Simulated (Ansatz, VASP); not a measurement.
## One calculation of C, two programs

Contents of INCAR:

```
SYSTEM = C
  PREC = Accurate
  ENCUT = 520
  EDIFF = 1E-6
  ISMEAR = -1
  SIGMA = 0.08
  LREAL = .FALSE.
  LASPH = .TRUE.
  NELM = 60
  ALGO = Normal
  ISIF = 2
  LWAVE = .FALSE.
  LCHARG = .FALSE.
  GGA = PE
  NBANDS = 11
```

Contents of KPOINTS:

```
regular mesh
0
G
  20 20 20
  0 0 0
```

The input POSCAR:

```
C
1.0
    0.0000000000      1.7531670408      1.7531670408
    1.7531670408      0.0000000000      1.7531670408
    1.7531670408      1.7531670408      0.0000000000
C
2
Direct
    0.5000000000      0.5000000000      0.5000000000
    0.7500000000      0.7500000000      0.7500000000
```

Input for Ansatz:

```yaml
crystal:
  lattice:
    - [0.0, 1.7531670408, 1.7531670408]
    - [1.7531670408, 0.0, 1.7531670408]
    - [1.7531670408, 1.7531670408, 0.0]
  atoms:
    - { symbol: C, position: [0.5, 0.5, 0.5] }
    - { symbol: C, position: [0.75, 0.75, 0.75] }
kpoints:
  mp_grid: { grid: [20, 20, 20] }
scf:
  occupations: { method: fermi_dirac, width: 0.08 }
hamiltonian:
  xc: pbe
  pseudopotentials: { kind: all_electron, lapw: { basis_error: 0.0005 } }
output:
  forces: true
  stress: true
  eigenvalues: true
```

Change from the starting cell: volume scaled by 0.95.

Alike in both runs: task single point; functional PBE; k mesh 20 × 20 × 20; occupations fermi-dirac, width 0.08 eV; no spin polarisation.

|  | VASP | Ansatz |
| --- | --- | --- |
| version | VASP 6.6.1 | Ansatz 0.2.0 |
| potentials or method | VASP PAW PBE potentials, release 64 (C), cutoff 520 eV | all-electron LAPW, scalar-relativistic |

```tsv
	VASP	Ansatz	Ansatz less VASP
gap on the k mesh at the Fermi level (eV)	4.25	4.26	+0.010
pressure (GPa)	27.4	26.5	-0.88
```

Ansatz ran all-electron here, and VASP with PAW potentials.
